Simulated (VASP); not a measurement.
# C (R-3m) in VASP: further runs, part 2 of 2

VASP 6.6.1. Earlier steps stand in the parts before.

### 5 Relaxation of shape and atoms at fixed volume, LDA (8.30 Å³/atom)

This run uses another cell than the first one, of 8.30 Å³/atom.

The input, INCAR:

```
SYSTEM = C
ALGO     = Normal         ! electronic algorithm
EDIFF    = 1E-7           ! SCF threshold, eV
EDIFFG   = -0.01          ! ionic threshold
ENCUT    = 600            ! plane-wave cutoff, eV
IBRION   = 2              ! ionic algorithm
ISIF     = 4              ! what is computed and relaxed
ISMEAR   = 0              ! smearing method
LASPH    = .TRUE.         ! aspherical terms in the spheres
LCHARG   = .FALSE.        ! write CHGCAR
LREAL    = .FALSE.        ! projectors in reciprocal space
LWAVE    = .FALSE.        ! write WAVECAR
NELM     = 80             ! most SCF steps
NSW      = 50             ! ionic steps
PREC     = Accurate       ! precision mode
SIGMA    = 0.02           ! smearing width, eV
```

The input, KPOINTS:

```
k-points
0
G
  12 12 12
  0 0 0
```

The input, POSCAR:

```
C
1.0
    1.2101633046      0.6986881097      3.2726026091
   -1.2101633046      0.6986881097      3.2726026091
    0.0000000000     -1.3973762194      3.2726026091
C
2
Direct
    0.8334288271      0.8334288271      0.8334288271
    0.1665711729      0.1665711729      0.1665711729
```

Potentials or basis: VASP PAW LDA potentials, release 64 (C).

On the command line:

```sh
$ cat potpaw_LDA.64/C/POTCAR > POTCAR
$ mpirun -np 1 vasp_std > vasp.out
```

OUTCAR:

```text
SYSTEM = C
   EDIFF = 1E-7
   EDIFFG = -0.01
   ENCUT = 600
   IBRION = 2
   ISIF = 4
   ISMEAR = 0
   LASPH = .TRUE.
   LREAL = .FALSE.
   NELM = 80
   NSW = 50
   PREC = Accurate

 ion  position               nearest neighbor table
   1  0.833  0.833  0.833-   2 1.40   2 1.40   2 1.40
   2  0.167  0.167  0.167-   1 1.40   1 1.40   1 1.40

  LATTYP: Found a trigonal (rhomboedric) cell.
 ALAT       =     3.5584530537
 COS(alpha) =     0.7686894325

  Lattice vectors:

 A1 = (   1.2101633046,   0.6986881097,   3.2726026091)
 A2 = (  -1.2101633046,   0.6986881097,   3.2726026091)
 A3 = (   0.0000000000,  -1.3973762194,   3.2726026091)

Analysis of symmetry for initial positions (statically):
=====================================================================
 Subroutine PRICEL returns:
 Original cell was already a primitive cell.

 Routine SETGRP: Setting up the symmetry group for a
 trigonal (rhombohedral) supercell.

 Subroutine GETGRP returns: Found 12 space group operations
 (whereof 12 operations were pure point group operations)
 out of a pool of 12 trial point group operations.

The static configuration has the point symmetry D_3d.

Analysis of symmetry for dynamics (positions and initial velocities):
=====================================================================
 Subroutine PRICEL returns:
 Original cell was already a primitive cell.

 Routine SETGRP: Setting up the symmetry group for a
 trigonal (rhombohedral) supercell.

 Subroutine GETGRP returns: Found 12 space group operations
 (whereof 12 operations were pure point group operations)
 out of a pool of 12 trial point group operations.

The dynamic configuration has the point symmetry D_3d.

 Subroutine INISYM returns: Found 12 space group operations
 (whereof 12 operations are pure point group operations),
 and found     1 'primitive' translations

[... 130 lines left out ...]
 maximum number of plane-waves:       567
   NGX = 15   NGY = 15   NGZ = 15

--------------------------------------- Ionic step        1  -------------------------------------------

 number of electron       8.0000000 magnetization

 Free energy of the ion-electron system (eV)
  ---------------------------------------------------
  ext. energy  EPLUGINS =         0.00000000
  ---------------------------------------------------
  free energy    TOTEN  =       -20.21191217 eV

  energy without entropy =      -20.21191217  energy(sigma->0) =      -20.21191217

------------------------ aborting loop because EDIFF is reached ----------------------------------------

  FORCE on cell =-STRESS in cart. coord.  units (eV):
  Direction    XX          YY          ZZ          XY          YZ          ZX
  --------------------------------------------------------------------------------------
  -------------------------------------------------------------------------------------
  Total        1.5293828      1.5293828     -0.0137687      0.0000000      0.0000000     -0.0000000
  in kB      147.5893210    147.5893210     -1.3287148      0.0000000      0.0000000     -0.0000000
  external PRESSURE =      97.9499758 kB  Pullay stress =       0.0000000 kB
[... 59 lines left out ...]
--------------------------------------- Ionic step        3  -------------------------------------------

 number of electron       8.0000000 magnetization

 Free energy of the ion-electron system (eV)
  ---------------------------------------------------
  ext. energy  EPLUGINS =         0.00000000
  ---------------------------------------------------
  free energy    TOTEN  =       -20.22730597 eV

  energy without entropy =      -20.22730597  energy(sigma->0) =      -20.22730597

 E-fermi :   4.7780     XC(G=0): -11.0958

 val. band max:        4.6827432609   @ k =  -0.3333   0.3333   0.0000
 cond. band min:       5.5348136580   @ k =  -0.3333   0.3333   0.0000
 fundamental gap:      0.8520703971
 Fermi energy:         4.7779988379

 k-point     1 :       0.0000    0.0000    0.0000
  band No.  band energies     occupation
      1     -14.5679      2.00000
      2      -1.3021      2.00000
      3       2.1552      2.00000
      4       2.1552      2.00000
      5       9.3498      0.00000
      6      13.6314      0.00000
      7      13.6314      0.00000
      8      16.6377      0.00000
[... 243 lines left out ...]
 k-point    24 :      -0.4167    0.1667   -0.0000
  band No.  band energies     occupation
      1      -8.6168      2.00000
      2      -7.7734      2.00000
      3      -3.0679      2.00000
      4       3.6911      2.00000
      5       6.7807      0.00000
      6      15.6617      0.00000
      7      16.3565      0.00000
      8      17.5697      0.00000

 [... further k-points ...]

------------------------ aborting loop because EDIFF is reached ----------------------------------------

  FORCE on cell =-STRESS in cart. coord.  units (eV):
  Direction    XX          YY          ZZ          XY          YZ          ZX
  --------------------------------------------------------------------------------------
  -------------------------------------------------------------------------------------
  Total        0.0810051      0.0810051      0.0822722      0.0000000      0.0000000      0.0000000
  in kB        7.8171991      7.8171991      7.9394760      0.0000000      0.0000000      0.0000000
  external PRESSURE =       7.8579580 kB  Pullay stress =       0.0000000 kB
[... 17 lines left out ...]
  FREE ENERGIE OF THE ION-ELECTRON SYSTEM (eV)
  ---------------------------------------------------
  free  energy   TOTEN  =       -20.2273059671 eV

  energy  without entropy=      -20.2273059671  energy(sigma->0) =      -20.22730597

 reached required accuracy - stopping structural energy minimisation
```

Wall time 89 s (1 thread of Intel Xeon 8259CL, shared host); peak memory 0.15 GiB.

Results:

| Quantity | Value |
| --- | --- |
| Free energy | -20.2273 eV |
| Energy gained by relaxing | 7.7 meV/atom |
| Ionic steps | 3 |
| Pressure after relaxing | 0.8 GPa |
| Largest force after relaxing | 0.008 eV/Å |

Forces on the atoms (eV/Å):
```
C    0.000  0.000  0.008
C    0.000  0.000 -0.008
```

The path:
```
step  energy change (eV)  largest force (eV/Å)  pressure (GPa)  volume (Å³)
   1              0.0000                0.0018            9.79        16.60
   2             -0.0145                0.0094           -1.33        16.60
   3             -0.0154                0.0076            0.79        16.60
```

Final structure:
```xyz
2
Lattice="1.2224 0.7057 3.2076 -1.2224 0.7057 3.2076 0.0000 -1.4115 3.2076" Properties=species:S:1:pos:R:3 pbc="T T T"
C     0.0000    0.0000    8.0199
C     0.0000    0.0000    1.6028
```

### 6 Relaxation of cell and atoms, LDA

This run uses another cell than the first one, of 8.57 Å³/atom.

The input, INCAR:

```
SYSTEM = C
ALGO     = Normal         ! electronic algorithm
EDIFF    = 1E-6           ! SCF threshold, eV
EDIFFG   = -0.005         ! ionic threshold
ENCUT    = 600            ! plane-wave cutoff, eV
IBRION   = 2              ! ionic algorithm
ISIF     = 3              ! what is computed and relaxed
ISMEAR   = 0              ! smearing method
LASPH    = .True.         ! aspherical terms in the spheres
LCHARG   = .False.        ! write CHGCAR
LREAL    = .False.        ! projectors in reciprocal space
LWAVE    = .False.        ! write WAVECAR
NELM     = 80             ! most SCF steps
NSW      = 100            ! ionic steps
PREC     = Accurate       ! precision mode
SIGMA    = 0.02           ! smearing width, eV
```

The input, KPOINTS:

```
k-points
0
Gamma
  12 12 12
  0 0 0
```

The input, POSCAR:

```
C
1.0
    1.2226946107      0.7059230626      3.3108923850
   -1.2226946107      0.7059230626      3.3108923850
    0.0000000000     -1.4118461252      3.3108923850
C
2
Direct
    0.8334329403      0.8334329403      0.8334329403
    0.1665670597      0.1665670597      0.1665670597
```

Potentials or basis: VASP PAW LDA potentials, release 64 (C).

On the command line:

```sh
$ cat potpaw_LDA.64/C/POTCAR > POTCAR
$ mpirun -np 1 vasp_std > vasp.out
```

OUTCAR:

```text
SYSTEM = C
   EDIFF = 1E-6
   EDIFFG = -0.005
   ENCUT = 600
   IBRION = 2
   ISIF = 3
   ISMEAR = 0
   LASPH = .True.
   LREAL = .False.
   NELM = 80
   NSW = 100
   PREC = Accurate

 ion  position               nearest neighbor table
   1  0.833  0.833  0.833-   2 1.41   2 1.41   2 1.41
   2  0.167  0.167  0.167-   1 1.41   1 1.41   1 1.41

  LATTYP: Found a trigonal (rhomboedric) cell.
 ALAT       =     3.5993496449
 COS(alpha) =     0.7692095051

  Lattice vectors:

 A1 = (   1.2226946107,   0.7059230626,   3.3108923850)
 A2 = (  -1.2226946107,   0.7059230626,   3.3108923850)
 A3 = (   0.0000000000,  -1.4118461252,   3.3108923850)

Analysis of symmetry for initial positions (statically):
=====================================================================
 Subroutine PRICEL returns:
 Original cell was already a primitive cell.

 Routine SETGRP: Setting up the symmetry group for a
 trigonal (rhombohedral) supercell.

 Subroutine GETGRP returns: Found 12 space group operations
 (whereof 12 operations were pure point group operations)
 out of a pool of 12 trial point group operations.

The static configuration has the point symmetry D_3d.

Analysis of symmetry for dynamics (positions and initial velocities):
=====================================================================
 Subroutine PRICEL returns:
 Original cell was already a primitive cell.

 Routine SETGRP: Setting up the symmetry group for a
 trigonal (rhombohedral) supercell.

 Subroutine GETGRP returns: Found 12 space group operations
 (whereof 12 operations were pure point group operations)
 out of a pool of 12 trial point group operations.

The dynamic configuration has the point symmetry D_3d.

 Subroutine INISYM returns: Found 12 space group operations
 (whereof 12 operations are pure point group operations),
 and found     1 'primitive' translations

----------------------------------------------------------------------------------------

                                     Primitive cell

  volume of cell :      17.1463

  direct lattice vectors                    reciprocal lattice vectors
     1.222694611  0.705923063  3.310892385     0.408932857  0.236097495  0.100677792
    -1.222694611  0.705923063  3.310892385    -0.408932857  0.236097495  0.100677792
     0.000000000 -1.411846125  3.310892385     0.000000000 -0.472194990  0.100677792

  length of vectors
     3.599349645  3.599349645  3.599349645     0.482808581  0.482808581  0.482808581

  position of ions in fractional coordinates (direct lattice)
     0.833432940  0.833432940  0.833432940
     0.166567060  0.166567060  0.166567060

  ion indices of the primitive-cell ions
   primitive index   ion index
                 1           1
                 2           2

----------------------------------------------------------------------------------------

 KPOINTS: k-points

Automatic generation of k-mesh.
 Grid dimensions read from file:
 generate k-points for:   12   12   12

 Generating k-lattice:

  Cartesian coordinates                     Fractional coordinates (reciprocal lattice)
     0.034077738  0.019674791  0.008389816     0.083333333  0.000000000  0.000000000
[... 61 lines left out ...]
   EDIFFG = -.5E-02   stopping-criterion for IOM
   NSW    =    100    number of steps for IOM
   IBRION =      2    ionic relax: 0-MD 1-quasi-New 2-CG
   NFREE  =      1    steps in history (QN), initial steepest desc. (CG)
   ISIF   =      3    stress and relaxation
   ISYM   =      2    0-nonsym 1-usesym 2-fastsym
   POTIM  = 0.5000    time-step for ionic-motion
   TEBEG  =    0.0;   TEEND  =   0.0 temperature during run
   PSTRESS=    0.0 pullay stress
   NELECT =       8.0000    total number of electrons
   NUPDOWN=      -1.0000    fix difference up-down
   EMIN   =  10.00;   EMAX   =-10.00  energy-range for DOS
   EFERMI =   0.00;   METHOD = LEGACY
   ISMEAR =     0;   SIGMA  =   0.02  broadening in eV -4-tet -1-fermi 0-gaus
   EFERMI_NEDOS =   21; number of points for ismear=-14 and -15
   IALGO  =     38    algorithm
   IMIX   =      4    mixing-type and parameters
     AMIX     =   0.40;   BMIX     =  1.00
     AMIX_MAG =   1.60;   BMIX_MAG =  1.00
  volume/ion in A,a.u.               =       8.57        57.85
  Fermi-wavevector in a.u.,A,eV,Ry     =   1.269738  2.399458 21.935798  1.612236
  Thomas-Fermi vector in A             =   2.402764
   LORBIT       =      0    0 simple, 1 ext, 2 COOP (PROOUT), +10 PAW based schemes
   GGA     = CA    functional components
   LHFCALC =     F    Hartree Fock is set to
   AEXX    =    0.0000 exact exchange contribution
   IVDW    =     0    specifies the selected vdW correction
   LEPSILON=     F    determine dielectric tensor
   LRPA    =     F    only Hartree local field effects (RPA)
 conjugate gradient relaxation of ions
 non-spin polarized calculation
 Gauss-broadening in eV      SIGMA  =   0.02
  energy-cutoff  :      600.00
  volume of cell :       17.15
 maximum number of plane-waves:       584
 NGX is ok and might be reduce to    30
   NGX = 15   NGY = 15   NGZ = 15

--------------------------------------- Ionic step        1  -------------------------------------------

 number of electron       8.0000000 magnetization

 Free energy of the ion-electron system (eV)
  ---------------------------------------------------
  ext. energy  EPLUGINS =         0.00000000
  ---------------------------------------------------
  free energy    TOTEN  =       -20.22989135 eV

  energy without entropy =      -20.22989135  energy(sigma->0) =      -20.22989135

------------------------ aborting loop because EDIFF is reached ----------------------------------------

  FORCE on cell =-STRESS in cart. coord.  units (eV):
  Direction    XX          YY          ZZ          XY          YZ          ZX
  --------------------------------------------------------------------------------------
  -------------------------------------------------------------------------------------
  Total        0.0524677      0.0524677     -0.0478890      0.0000000     -0.0000000      0.0000000
  in kB        4.9026487      4.9026486     -4.4748090      0.0000000     -0.0000000      0.0000000
  external PRESSURE =       1.7768294 kB  Pullay stress =       0.0000000 kB
[... 89 lines left out ...]
  FREE ENERGIE OF THE ION-ELECTRON SYSTEM (eV)
  ---------------------------------------------------
  free  energy   TOTEN  =       -20.2299313860 eV

  energy  without entropy=      -20.2299313860  energy(sigma->0) =      -20.22993139

[... ionic steps 4 to 8 ...]

--------------------------------------- Ionic step        9  -------------------------------------------

 number of electron       8.0000000 magnetization

------------------------ aborting loop because EDIFF is reached ----------------------------------------
[... 67 lines left out ...]
--------------------------------------- Ionic step       11  -------------------------------------------

 number of electron       8.0000000 magnetization

 Free energy of the ion-electron system (eV)
  ---------------------------------------------------
  ext. energy  EPLUGINS =         0.00000000
  ---------------------------------------------------
  free energy    TOTEN  =       -20.23023701 eV

  energy without entropy =      -20.23023701  energy(sigma->0) =      -20.23023701

 E-fermi :   4.7210     XC(G=0): -10.9842

 val. band max:        4.5522128321   @ k =  -0.3333   0.3333   0.0000
 cond. band min:       5.3341509643   @ k =  -0.3333   0.3333   0.0000
 fundamental gap:      0.7819381323
 Fermi energy:         4.7210018695

 k-point     1 :       0.0000    0.0000    0.0000
  band No.  band energies     occupation
      1     -14.6984      2.00000
      2      -1.5691      2.00000
      3       1.9788      2.00000
      4       1.9788      2.00000
      5       9.0152      0.00000
      6      13.4415      0.00000
      7      13.4415      0.00000
      8      16.4622      0.00000
[... 243 lines left out ...]
 k-point    24 :      -0.4167    0.1667   -0.0000
  band No.  band energies     occupation
      1      -8.7725      2.00000
      2      -7.9285      2.00000
      3      -3.2419      2.00000
      4       3.4979      2.00000
      5       6.5958      0.00000
      6      15.4471      0.00000
      7      16.1362      0.00000
      8      17.2861      0.00000

 [... further k-points ...]

------------------------ aborting loop because EDIFF is reached ----------------------------------------

  FORCE on cell =-STRESS in cart. coord.  units (eV):
  Direction    XX          YY          ZZ          XY          YZ          ZX
  --------------------------------------------------------------------------------------
  -------------------------------------------------------------------------------------
  Total       -0.0075436     -0.0075436      0.0061194      0.0000000     -0.0000000     -0.0000000
  in kB       -0.7150698     -0.7150698      0.5800642      0.0000000     -0.0000000     -0.0000000
  external PRESSURE =      -0.2833585 kB  Pullay stress =       0.0000000 kB
[... 17 lines left out ...]
  FREE ENERGIE OF THE ION-ELECTRON SYSTEM (eV)
  ---------------------------------------------------
  free  energy   TOTEN  =       -20.2302370122 eV

  energy  without entropy=      -20.2302370122  energy(sigma->0) =      -20.23023701

 reached required accuracy - stopping structural energy minimisation
```

Wall time 3.8 min (1 thread of Intel Xeon 8259CL, shared host); peak memory 0.16 GiB.

Results:

```
Free energy                           : -20.2302 eV
Relaxed volume                        : 8.45 Å³/atom
Relaxed cell                          : a = 3.554 Å, b = 3.554 Å, c = 3.554 Å, α = 40.26°, β = 40.26°, γ = 40.26°
Space group after relaxing (to 0.1 Å) : R-3m (No. 166)
Energy gained by relaxing             : 0.2 meV/atom
Ionic steps                           : 11
Pressure after relaxing               : 0.0 GPa
```

Step by step:
```tsv
step	energy change (eV)	largest force (eV/Å)	pressure (GPa)	volume (Å³)
1	0.0000	0.0019	0.18	17.15
2	0.0000	0.0017	-0.90	17.17
3	0.0000	0.0003	-0.29	17.16
4	-0.0001	0.0018	-0.24	17.13
5	-0.0003	0.0082	-0.23	17.06
6	-0.0003	0.0211	-0.15	16.91
7	0.0000	0.0591	1.20	16.82
8	-0.0003	0.0088	0.08	16.90
9	-0.0003	0.0096	0.06	16.90
10	-0.0003	0.0207	-0.19	16.91
11	-0.0003	0.0004	-0.03	16.90
```

Final structure:
```
C
1.0
     1.22316    0.70619    3.26127
    -1.22316    0.70619    3.26127
     0.00000   -1.41238    3.26127
C
2
Direct
  0.83344 0.83344 0.83344
  0.16656 0.16656 0.16656
```

LDA usually gives volumes a few per cent too small. Zero-point motion and thermal expansion aren't in these numbers.

### 7 Overview

| task | cell | cutoff (eV) | pressure (GPa) | largest force (eV/Å) |
| --- | --- | --- | --- | --- |
| single point | a = 3.682 Å, angles 38.8°, 2 atoms | 520 | 0.0 | - |
| single point | a = 3.772 Å, angles 37.9°, 2 atoms | 520 | -0.5 | - |
| relaxation of shape and atoms at fixed volume | relaxed from a = 3.472 Å, angles 40.7°, 2 atoms | 600 | 2.5 | 0.01 |
| relaxation of shape and atoms at fixed volume | relaxed from a = 3.558 Å, angles 39.8°, 2 atoms | 600 | 0.8 | 0.01 |
| relaxation of cell and atoms | relaxed from a = 3.599 Å, angles 39.7°, 2 atoms | 600 | 0.0 | - |

Alike in all rows: level LDA; potentials or basis VASP PAW LDA potentials, release 64 (C); no spin polarisation; k mesh 12 × 12 × 12; smearing gaussian 0.02 eV.

Absolute energies hang on the potentials; compare differences alone.
